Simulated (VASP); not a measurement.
Wanted: the native input for a VASP 6.6.1 run.

```yaml
Task: relaxation of cell and atoms
Functional: PBEsol
Dispersion: D4
Potentials_or_basis: VASP PAW PBE potentials, release 64 (Ru_pv, Sc_sv)
Cutoff: 600 eV
k_mesh: 7 × 7 × 7
Occupations: fermi-dirac, width 0.05 eV
Spin: no spin polarisation
Dipole_correction: no
Further_INCAR_settings: ALGO = Fast; EDIFF = 1e-06; IBRION = 2; EDIFFG = -0.01; NSW = 60; ISIF = 3
```

The structure of ScRu3 lies in POSCAR:

```
ScRu3
1.0
    3.9384370000      0.0000000000      0.0000000000
    0.0000000000      3.9384370000      0.0000000000
    0.0000000000      0.0000000000      3.9384370000
Ru Sc
3 1
Direct
    0.5000000000      0.5000000000      0.0000000000
    0.5000000000      0.0000000000      0.5000000000
    0.0000000000      0.5000000000      0.5000000000
    0.0000000000      0.0000000000      0.0000000000
```

These files were run (other wordings do the same):

INCAR

```
SYSTEM = ScRu3
ALGO = Fast
EDIFF = 1E-6
EDIFFG = -0.01
ENCUT = 600
GGA = PS
IBRION = 2
ISIF = 3
ISMEAR = -1
IVDW = 13
LASPH = .True.
LCHARG = .False.
LREAL = .False.
LWAVE = .False.
NELM = 80
NSW = 60
PREC = Accurate
SIGMA = 0.05
```

KPOINTS

```
k-points
0
Gamma
  7 7 7
  0 0 0
```

Potentials or basis: VASP PAW PBE potentials, release 64 (Ru_pv, Sc_sv).

The run is started by

```bash
$ cat potpaw_PBE.64/Ru_pv/POTCAR potpaw_PBE.64/Sc_sv/POTCAR > POTCAR
$ mpirun -np 1 vasp_std > vasp.out
```

It gave:

```json
{"Relaxed volume": "14.42 Å³/atom", "Relaxed cell": "a = 3.864 Å, b = 3.864 Å, c = 3.864 Å, α = 90.00°, β = 90.00°, γ = 90.00°", "Space group after relaxing (to 0.1 Å)": "Pm-3m (No. 221)", "Energy gained by relaxing": "33.8 meV/atom", "Ionic steps": "4", "Pressure after relaxing": "-0.1 GPa", "Band gap on the k mesh": "zero (an odd number of electrons rules out a gap without spin polarisation)", "Dispersion energy per atom": "-0.281 eV"}
```

Caveat: the PAW data sets were made with another functional, which shifts forces and pressure a little.

Run time: 2.8 min on 1 thread of Intel Xeon 8259CL, with other jobs on the host, peak memory 0.21 GiB.
